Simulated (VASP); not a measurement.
# SnO2 (P2_1/c) in VASP: further runs

SnO2 is run at these levels: PBEsol; tasks: single point, relaxation of the atoms.

Program: VASP 6.6.1. These are calculated values, not measurements. Logs are shortened: lines on timing, memory, paths and dates and some standing lists are left out, and cuts for length are marked.

### 1 The cell of the first run

The structure is monoclinic, space group P2_1/c (No. 14). The conventional cell has a = 3.216 Å, b = 4.768 Å, c = 5.630 Å, α = 90.00°, β = 122.21°, γ = 90.00°. Sn (site symmetry -1) has 6 O at 2.05 to 2.09 Å within 2.7 Å. O (site symmetry 1) has 3 Sn at 2.05 to 2.09 Å and 1 O at 2.61 Å within 2.7 Å.

### 2 Single point, PBEsol (shear of c along a, cell held: +4.5 %, then relaxed in part)

Contents of INCAR:

```
SYSTEM = SnO2
ALGO = Normal ; EDIFF = 1E-7
ENCUT = 520 ; GGA = PS
ISIF = 2 ; ISMEAR = 0
LASPH = .TRUE. ; LCHARG = .TRUE.
LELF = .TRUE. ; LREAL = .FALSE.
LVHAR = .TRUE. ; LWAVE = .FALSE.
NBANDS = 35 ; NELM = 100
PREC = Accurate ; SIGMA = 0.02
```

Contents of KPOINTS:

```
k-points
0
G
  6 6 8
  0 0 0
```

Contents of POSCAR:

```
SnO2
1.0
    4.7684401840      0.0000000000      0.0000000000
    0.0000000000      4.7684401840      0.0000000000
    0.1445578064      0.0000000000      3.2123956984
Sn O
2 4
Direct
    0.5000000000      0.5000000000      0.5000000000
    0.0000000000      0.0000000000      0.0000000000
    0.1948297594      0.8072225261      0.4942157776
    0.8051702406      0.1927774739      0.5057842224
    0.3051702406      0.3072225261      0.0057842224
    0.6948297594      0.6927774739     -0.0057842224
```

Potentials or basis: VASP PAW PBE potentials, release 64 (Sn_d, O).

Started as:

```sh
cat potpaw_PBE.64/Sn_d/POTCAR potpaw_PBE.64/O/POTCAR > POTCAR
mpirun -np 1 vasp_std > vasp.out
```

OUTCAR:

```text
SYSTEM = SnO2
   EDIFF = 1E-7
   ENCUT = 520
   GGA = PS
   ISIF = 2
   ISMEAR = 0
   LASPH = .TRUE.
   LREAL = .FALSE.
   NELM = 100
   PREC = Accurate

 ion  position               nearest neighbor table
   1  0.500  0.500  0.500-   5 2.05   6 2.05   4 2.07   3 2.07   6 2.09   5 2.09   2 3.69   2 3.69
                             2 3.69   2 3.69
   2  0.000  0.000  0.000-   4 2.05   3 2.05   6 2.07   5 2.07   4 2.09   3 2.09   1 3.69   1 3.69
                             1 3.69   1 3.69
   3  0.195  0.807  0.494-   2 2.05   1 2.07   2 2.09
   4  0.805  0.193  0.506-   2 2.05   1 2.07   2 2.09
   5  0.305  0.307  0.006-   1 2.05   2 2.07   1 2.09
   6  0.695  0.693  0.994-   1 2.05   2 2.07   1 2.09

  LATTYP: Found a simple monoclinic cell.
 ALAT       =     3.2156466041
 B/A-ratio  =     1.4828868875
 C/A-ratio  =     1.4828868875
 COS(beta)  =    -0.0449545066

  Lattice vectors:

 A1 = (   0.1445578064,   0.0000000000,   3.2123956984)
 A2 = (   0.0000000000,   4.7684401840,   0.0000000000)
 A3 = (  -4.7684401840,   0.0000000000,   0.0000000000)

Analysis of symmetry for initial positions (statically):
=====================================================================
 Subroutine PRICEL returns:
 Original cell was already a primitive cell.

 Routine SETGRP: Setting up the symmetry group for a
 simple monoclinic supercell.

 Subroutine GETGRP returns: Found  4 space group operations
 (whereof  2 operations were pure point group operations)
 out of a pool of  4 trial point group operations.

The static configuration has the point symmetry S_2 .
 The point group associated with its full space group is C_2h.

Analysis of symmetry for dynamics (positions and initial velocities):
=====================================================================
 Subroutine PRICEL returns:
 Original cell was already a primitive cell.

 Routine SETGRP: Setting up the symmetry group for a
 simple monoclinic supercell.

 Subroutine GETGRP returns: Found  4 space group operations
 (whereof  2 operations were pure point group operations)
 out of a pool of  4 trial point group operations.

The dynamic configuration has the point symmetry S_2 .
 The point group associated with its full space group is C_2h.

 Subroutine INISYM returns: Found  4 space group operations
 (whereof  2 operations are pure point group operations),
 and found     1 'primitive' translations

----------------------------------------------------------------------------------------

                                     Primitive cell

  volume of cell :      73.0435

  direct lattice vectors                    reciprocal lattice vectors
     4.768440184  0.000000000  0.000000000     0.209712183  0.000000000 -0.009437048
     0.000000000  4.768440184  0.000000000     0.000000000  0.209712183  0.000000000
     0.144557806  0.000000000  3.212395698     0.000000000  0.000000000  0.311294154

  length of vectors
     4.768440184  4.768440184  3.215646604     0.209924409  0.209712183  0.311294154

  position of ions in fractional coordinates (direct lattice)
     0.500000000  0.500000000  0.500000000
     0.000000000  0.000000000  0.000000000
     0.194829759  0.807222526  0.494215778
     0.805170241  0.192777474  0.505784222
     0.305170241  0.307222526  0.005784222
     0.694829759  0.692777474  0.994215778

  ion indices of the primitive-cell ions
   primitive index   ion index
                 1           1
                 2           2
                 3           3
                 4           4
                 5           5
                 6           6

----------------------------------------------------------------------------------------

 KPOINTS: k-points

Automatic generation of k-mesh.
 Grid dimensions read from file:
 generate k-points for:    6    6    8

 Generating k-lattice:

  Cartesian coordinates                     Fractional coordinates (reciprocal lattice)
     0.034952030  0.000000000 -0.001572841     0.166666667  0.000000000 -0.000000000
     0.000000000  0.034952030  0.000000000     0.000000000  0.166666667  0.000000000
     0.000000000  0.000000000  0.038911769     0.000000000  0.000000000  0.125000000

  Length of vectors
     0.034987402  0.034952030  0.038911769

  Shift w.r.t. Gamma in fractional coordinates (k-lattice)
     0.000000000  0.000000000  0.000000000

 Subroutine IBZKPT returns following result:
 ===========================================

 Found    104 irreducible k-points:

 Following reciprocal coordinates:
            Coordinates               Weight
  0.000000  0.000000  0.000000      1.000000
  0.166667  0.000000  0.000000      2.000000
  0.333333  0.000000  0.000000      2.000000
  0.500000  0.000000  0.000000      1.000000
  0.000000  0.166667  0.000000      2.000000
  0.166667  0.166667  0.000000      4.000000
[... 16 lines left out ...]
  0.000000  0.166667  0.125000      4.000000
  0.166667  0.166667  0.125000      4.000000
 [... further k-points ...]
   k-points           NKPTS =    104   k-points in BZ     NKDIM =    104   number of bands    NBANDS=     35
   number of dos      NEDOS =    301   number of ions     NIONS =      6
   total plane-waves  NPLWV =  31104
   dimension x,y,z NGX =    36 NGY =   36 NGZ =   24
   dimension x,y,z NGXF=    72 NGYF=   72 NGZF=   48
   ions per type =               2   4
   NGX,Y,Z   is equivalent  to a cutoff of  12.55, 12.55, 12.41 a.u.
   NGXF,Y,Z  is equivalent  to a cutoff of  25.10, 25.10, 24.82 a.u.
 SYSTEM =  SnO2
   PREC   = accura    normal or accurate (medium, high low for compatibility)
   ISTART =      0    job   : 0-new  1-cont  2-samecut
   ICHARG =      2    charge: 1-file 2-atom 10-const
   ISPIN  =      1    spin polarized calculation?
   LNONCOLLINEAR =      F non collinear calculations
   LSORBIT =      F    spin-orbit coupling
   LASPH  =      T    aspherical Exc in radial PAW
   ENCUT  =  520.0 eV  38.22 Ry    6.18 a.u.   8.87  8.87  5.98*2*pi/ulx,y,z
   NELM   =    100;   NELMIN=  2; NELMDL= -5     # of ELM steps
   EDIFF  = 0.1E-06   stopping-criterion for ELM
   LREAL  =      F    real-space projection
   EDIFFG = 0.1E-05   stopping-criterion for IOM
   NSW    =      0    number of steps for IOM
   IBRION =     -1    ionic relax: 0-MD 1-quasi-New 2-CG
   NFREE  =      0    steps in history (QN), initial steepest desc. (CG)
   ISIF   =      2    stress and relaxation
   ISYM   =      2    0-nonsym 1-usesym 2-fastsym
   POTIM  = 0.5000    time-step for ionic-motion
   TEBEG  =    0.0;   TEEND  =   0.0 temperature during run
   PSTRESS=    0.0 pullay stress
   NELECT =      52.0000    total number of electrons
   NUPDOWN=      -1.0000    fix difference up-down
   EMIN   =  10.00;   EMAX   =-10.00  energy-range for DOS
   EFERMI =   0.00;   METHOD = LEGACY
   ISMEAR =     0;   SIGMA  =   0.02  broadening in eV -4-tet -1-fermi 0-gaus
   EFERMI_NEDOS =   21; number of points for ismear=-14 and -15
   IALGO  =     38    algorithm
   IMIX   =      4    mixing-type and parameters
     AMIX     =   0.40;   BMIX     =  1.00
     AMIX_MAG =   1.60;   BMIX_MAG =  1.00
  volume/ion in A,a.u.               =      12.17        82.15
  Fermi-wavevector in a.u.,A,eV,Ry     =   1.461780  2.762364 29.072943  2.136801
  Thomas-Fermi vector in A             =   2.578071
   LORBIT       =      0    0 simple, 1 ext, 2 COOP (PROOUT), +10 PAW based schemes
   GGA     = PS    functional components
   LHFCALC =     F    Hartree Fock is set to
   AEXX    =    0.0000 exact exchange contribution
   IVDW    =     0    specifies the selected vdW correction
   LEPSILON=     F    determine dielectric tensor
   LRPA    =     F    only Hartree local field effects (RPA)
 non-spin polarized calculation
 Gauss-broadening in eV      SIGMA  =   0.02
  energy-cutoff  :      520.00
  volume of cell :       73.04
 maximum number of plane-waves:      1987
   NGX = 17   NGY = 17   NGZ = 11

 number of electron      52.0000007 magnetization

 Free energy of the ion-electron system (eV)
  ---------------------------------------------------
  ext. energy  EPLUGINS =         0.00000000
  ---------------------------------------------------
  free energy    TOTEN  =       -39.62870539 eV

  energy without entropy =      -39.62870539  energy(sigma->0) =      -39.62870539

 E-fermi :   5.9395     XC(G=0): -11.4278

 val. band max:        5.7948945848   @ k =   0.0000   0.0000   0.0000
 cond. band min:       6.6874156103   @ k =   0.0000   0.0000   0.0000
 fundamental gap:      0.8925210255
 Fermi energy:         5.9394569762

 k-point     1 :       0.0000    0.0000    0.0000
  band No.  band energies     occupation
      1     -15.2232      2.00000
      2     -14.4743      2.00000
      3     -14.2339      2.00000
      4     -14.2175      2.00000
      5     -14.2088      2.00000
      6     -14.1358      2.00000
[... 27 lines left out ...]
     34      17.5594      0.00000
     35      18.0488      0.00000

 k-point     2 :       0.1667    0.0000    0.0000
  band No.  band energies     occupation
      1     -15.1818      2.00000
      2     -14.5205      2.00000
      3     -14.2335      2.00000
      4     -14.2178      2.00000
      5     -14.2073      2.00000
      6     -14.1681      2.00000
[... 27 lines left out ...]
     34      17.5802      0.00000
     35      18.0582      0.00000

 k-point     3 :       0.3333    0.0000    0.0000
  band No.  band energies     occupation
      1     -15.0620      2.00000
      2     -14.6728      2.00000
      3     -14.2327      2.00000
      4     -14.2246      2.00000
      5     -14.2041      2.00000
      6     -14.1980      2.00000
[... 27 lines left out ...]
     34      17.7767      0.00000
     35      18.0061      0.00000
[... 723 lines left out ...]
 k-point    23 :       0.0000    0.1667    0.1250
  band No.  band energies     occupation
      1     -15.1163      2.00000
      2     -14.4783      2.00000
      3     -14.3560      2.00000
      4     -14.3331      2.00000
      5     -14.2009      2.00000
      6     -14.1459      2.00000
[... 27 lines left out ...]
     34      17.4794      0.00000
     35      17.9412      0.00000

 k-point    24 :       0.1667    0.1667    0.1250
  band No.  band energies     occupation
      1     -15.0927      2.00000
      2     -14.5261      2.00000
      3     -14.3668      2.00000
      4     -14.3377      2.00000
      5     -14.2016      2.00000
      6     -14.1370      2.00000
[... 27 lines left out ...]
     34      17.6037      0.00000
     35      17.9156      0.00000

 [... further k-points ...]

------------------------ aborting loop because EDIFF is reached ----------------------------------------

  FORCE on cell =-STRESS in cart. coord.  units (eV):
  Direction    XX          YY          ZZ          XY          YZ          ZX
  --------------------------------------------------------------------------------------
  -------------------------------------------------------------------------------------
  Total        0.2450386      0.3270246      0.3599087      0.0000000      0.0000000     -1.8395316
  in kB        5.3748130      7.1731403      7.8944368      0.0000000      0.0000000    -40.3493117
  external PRESSURE =       6.8141300 kB  Pullay stress =       0.0000000 kB

 VOLUME and BASIS-vectors are now :
 -----------------------------------------------------------------------------
  energy-cutoff  :      520.00
  volume of cell :       73.04
      direct lattice vectors                 reciprocal lattice vectors
     4.768440184  0.000000000  0.000000000     0.209712183  0.000000000 -0.009437048
     0.000000000  4.768440184  0.000000000     0.000000000  0.209712183  0.000000000
     0.144557806  0.000000000  3.212395698     0.000000000  0.000000000  0.311294154

 POSITION                                       TOTAL-FORCE (eV/Angst)
 -----------------------------------------------------------------------------------
      2.45650      2.38422      1.60620        -0.000000      0.000000     -0.000000
      0.00000      0.00000      0.00000        -0.000000      0.000000     -0.000000
      1.00048      3.84919      1.58762         0.012925     -0.008964     -0.005777
      3.91252      0.91925      1.62478        -0.012925      0.008964      0.005777
      1.45602      1.46497      0.01858        -0.012925     -0.008964      0.005777
      3.45698      3.30347      3.19381         0.012925      0.008964     -0.005777
 -----------------------------------------------------------------------------------
    total drift:                                0.000000      0.000000     -0.000000

  FREE ENERGIE OF THE ION-ELECTRON SYSTEM (eV)
  ---------------------------------------------------
  free  energy   TOTEN  =       -39.6287053862 eV

  energy  without entropy=      -39.6287053862  energy(sigma->0) =      -39.62870539
```

Wall time 2.8 min (1 thread of Intel Xeon Platinum 8488C (Sapphire Rapids), shared host); peak memory 0.31 GiB.

What came out:

* Free energy: -39.6287 eV
* Pressure: 0.7 GPa
* Largest force: 0.017 eV/Å
* Band gap on the k mesh: 0.89 eV

Forces in eV/Å, atoms in the order of the input:
```
Sn   0.000  0.000  0.000
Sn   0.000  0.000  0.000
O    0.013 -0.009 -0.006
O   -0.013  0.009  0.006
O   -0.013 -0.009  0.006
O    0.013  0.009 -0.006
```

Stress tensor (GPa, compression positive):
```
 0.54  0.00 -4.03
 0.00  0.72  0.00
-4.03  0.00  0.79
```

Caveat: the cell differs from its parent crystal (shear of c along a, cell held: +4.5 %, then relaxed in part); the PAW data sets were made with another functional, which shifts forces and pressure a little; spin-orbit coupling is left out, which moves the levels of the heavy elements.

### 3 Single point, PBEsol (shear of c along a, cell held: +6.0 %, then relaxed in part)

Contents of INCAR:

```
ALGO     = Normal         # electronic algorithm
EDIFF    = 1E-6           # SCF threshold, eV
ENCUT    = 520            # plane-wave cutoff, eV
GGA      = PS             # functional
ISIF     = 2              # what is computed and relaxed
ISMEAR   = 0              # smearing method
LASPH    = T              # aspherical terms in the spheres
LCHARG   = F              # write CHGCAR
LREAL    = F              # projectors in reciprocal space
LWAVE    = F              # write WAVECAR
NBANDS   = 35             # bands
NELM     = 80             # most SCF steps
PREC     = Accurate       # precision mode
SIGMA    = 0.02           # smearing width, eV
```

Contents of KPOINTS:

```
k-points
0
Gamma
  6 6 8
```

Contents of POSCAR:

```
SnO2
1.0
    4.7684401840      0.0000000000      0.0000000000
    0.0000000000      4.7684401840      0.0000000000
    0.1927437419      0.0000000000      3.2123956984
Sn O
2 4
Direct
    0.5000000000      0.5000000000      0.5000000000
    0.0000000000      0.0000000000      0.0000000000
    0.1959874310      0.8082455622      0.4922183168
    0.8040125690      0.1917544378      0.5077816832
    0.3040125690      0.3082455622      0.0077816832
    0.6959874310      0.6917544378     -0.0077816832
```

Potentials or basis: VASP PAW PBE potentials, release 64 (Sn_d, O).

Started as:

```sh
cat potpaw_PBE.64/Sn_d/POTCAR potpaw_PBE.64/O/POTCAR > POTCAR
mpirun -np 1 vasp_std > vasp.out
```

Wall time 2.3 min (1 thread of Intel Xeon Platinum 8488C (Sapphire Rapids), shared host); peak memory 0.31 GiB.

Results (log left out):

| Property | Result |
| --- | --- |
| Free energy | -39.5969 eV |
| Pressure | 0.6 GPa |
| Largest force | 0.017 eV/Å |
| Band gap on the k mesh | 0.88 eV |

Forces in eV/Å, atoms in the order of the input:
```
Sn   0.000  0.000  0.000
Sn   0.000  0.000  0.000
O    0.014 -0.008 -0.007
O   -0.014  0.008  0.007
O   -0.014 -0.008  0.007
O    0.014  0.008 -0.007
```

Stress tensor (GPa, compression positive):
```
 0.44  0.00 -5.36
 0.00  0.78  0.00
-5.36  0.00  0.70
```

Levels at points of the mesh, in eV from the valence-band top:
| k point | band 22 | band 23 | band 24 | band 25 | band 26 | band 27 | band 28 | band 29 | band 30 | band 31 |
| --- | --- | --- | --- | --- | --- | --- | --- | --- | --- | --- |
| (0.00, 0.00, 0.00) | -1.33 | -1.29 | -0.79 | -0.76 | 0.00 | 0.88 | 5.80 | 5.91 | 5.97 | 10.11 |
| (0.50, 0.00, 0.00) | -1.99 | -1.25 | -1.25 | -0.63 | -0.63 | 4.06 | 4.06 | 6.70 | 6.70 | 10.53 |
| (0.00, 0.50, 0.00) | -2.02 | -1.29 | -1.29 | -0.62 | -0.62 | 4.09 | 4.09 | 6.77 | 6.77 | 10.55 |
| (0.50, 0.50, 0.00) | -1.99 | -1.38 | -1.38 | -0.91 | -0.91 | 4.48 | 4.48 | 7.14 | 7.14 | 10.63 |
| (0.00, 0.00, 0.50) | -2.68 | -1.67 | -1.67 | -1.25 | -1.25 | 5.82 | 5.82 | 9.24 | 9.24 | 10.27 |
| (0.50, 0.00, 0.50) | -1.77 | -1.31 | -0.91 | -0.87 | -0.59 | 5.95 | 6.25 | 7.45 | 7.98 | 10.51 |
| (0.00, 0.50, 0.50) | -1.74 | -1.12 | -1.12 | -0.73 | -0.73 | 6.08 | 6.08 | 7.65 | 7.65 | 10.60 |
| (0.50, 0.50, 0.50) | -2.39 | -1.04 | -1.04 | -0.76 | -0.76 | 4.50 | 4.50 | 8.54 | 8.54 | 10.53 |

Caveat: the cell differs from its parent crystal (shear of c along a, cell held: +6.0 %, then relaxed in part); the PAW data sets were made with another functional, which shifts forces and pressure a little; spin-orbit coupling is left out, which moves the levels of the heavy elements.

(Part 1 of 2 ends here.)
